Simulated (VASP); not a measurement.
A run of VASP 6.6.1 is set up as follows.

Contents of INCAR:

```
  ALGO = Normal
  EDIFF = 1E-6
  ENCUT = 520
  GGA = PE
  ISIF = 2
  ISMEAR = 0
  LASPH = T
  LCHARG = F
  LREAL = F
  LWAVE = F
  NBANDS = 31
  NELM = 60
  PREC = Accurate
  SIGMA = 0.02
```

File KPOINTS:

```
k-points
0
Gamma
  6 6 8
```

POSCAR

```
HfO2
1.0
    4.7827619930      0.0000000000      0.0000000000
    0.0000000000      4.7827619930      0.0000000000
    0.0000000000      0.0000000000      3.2810830584
Hf O
2 4
Direct
    0.0000000000      0.0000000000      0.0000000000
    0.5000000000      0.5000000000      0.5000000000
    0.1939893317      0.8060106683      0.5000000000
    0.3060106683      0.3060106683      0.0000000000
    0.6939893317      0.6939893317      0.0000000000
    0.8060106683      0.1939893317      0.5000000000
```

Potentials or basis: VASP PAW PBE potentials, release 64 (Hf_pv, O).

Launch:

```console
$ cat potpaw_PBE.64/Hf_pv/POTCAR potpaw_PBE.64/O/POTCAR > POTCAR
$ mpirun -np 1 vasp_std > vasp.out
```

Problem. What does it give for the largest force?

Solution. 0.036 eV/Å.

Problem. Predict the pressure.

Solution. 2.1 GPa.

Problem. Estimate the band gap on the k mesh.

Solution. 3.99 eV.

Stress tensor (GPa, compression positive):
```
 4.83  0.00  0.00
 0.00  4.83  0.00
 0.00  0.00 -3.44
```

Caveat: the cell differs from its parent crystal (biaxial strain in the a-b plane: -2.0 %, then relaxed in part); spin-orbit coupling is left out, which moves the levels of the heavy elements. A k mesh can miss the band edges.
